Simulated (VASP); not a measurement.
GaN:

```
CELL_PARAMETERS angstrom
0.00000 2.10852 2.10852
2.10852 0.00000 2.10852
2.10852 2.10852 0.00000
ATOMIC_POSITIONS crystal
Ga 0.50000 0.50000 0.50000
N 0.00000 0.00000 0.00000
```

Base run:

```yaml
Program: VASP 6.6.1
Functional: PBEsol
Dispersion: D4
Potentials_or_basis: VASP PAW PBE potentials, release 64 (Ga_d, N)
Cutoff: 600 eV
k_mesh: 8 × 8 × 8
Occupations: gaussian, width 0.01 eV
Spin: no spin polarisation
```

Its results: band gap on the k mesh 0.57 eV, indirect (least direct gap 2.84 eV); pressure -3.7 GPa.

Question: The run is repeated on the same cell with these changes: dispersion from D4 to none. What comes out?

Answer: Band gap on the k mesh 0.57 eV, indirect (least direct gap 2.84 eV); pressure 0.6 GPa.

Dispersion adds attraction, which lowers the pressure at fixed volume and, as a term added to the energy, leaves the levels alone.

Caveats: the PAW data sets were made with another functional, which shifts forces and pressure a little.

A k mesh can miss the band edges.
